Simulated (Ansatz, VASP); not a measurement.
## One calculation of CdTe, two programs

```
Cd Te
1.0
     3.14090    3.14090    0.00000
    -3.14090    3.14090    0.00000
     0.00000    3.14090    3.29092
Cd Te
1 1
Direct
  0.00000 0.00000 0.00000
  0.75000 0.25000 0.50000
```

Change from the starting cell: film at in-plane strain -0.02.

Alike in both runs: task single point; functional LDA; k mesh 6 × 6 × 6; no spin polarisation.

```csv
,VASP,Ansatz
version,VASP 6.6.1,Ansatz 0.2.0
potentials or method,"VASP PAW LDA potentials, release 64 (Cd, Te), cutoff 520 eV","all-electron LAPW, scalar-relativistic"
occupations,"gaussian, width 0.01 eV",fixed
```

```tsv
	VASP	Ansatz	Ansatz less VASP
gap on the k mesh at the Fermi level (eV)	0.63	0.58	-0.045
pressure (GPa)	0.9	0.6	-0.27
traceless stress, the component that is largest in VASP (GPa)	-0.61	-0.62	-0.007
```

LDA's correlation is that of Perdew and Zunger in VASP and of Perdew and Wang (1992) in Ansatz. Ansatz ran all-electron here, and VASP with PAW potentials.

Spin-orbit coupling is off throughout.
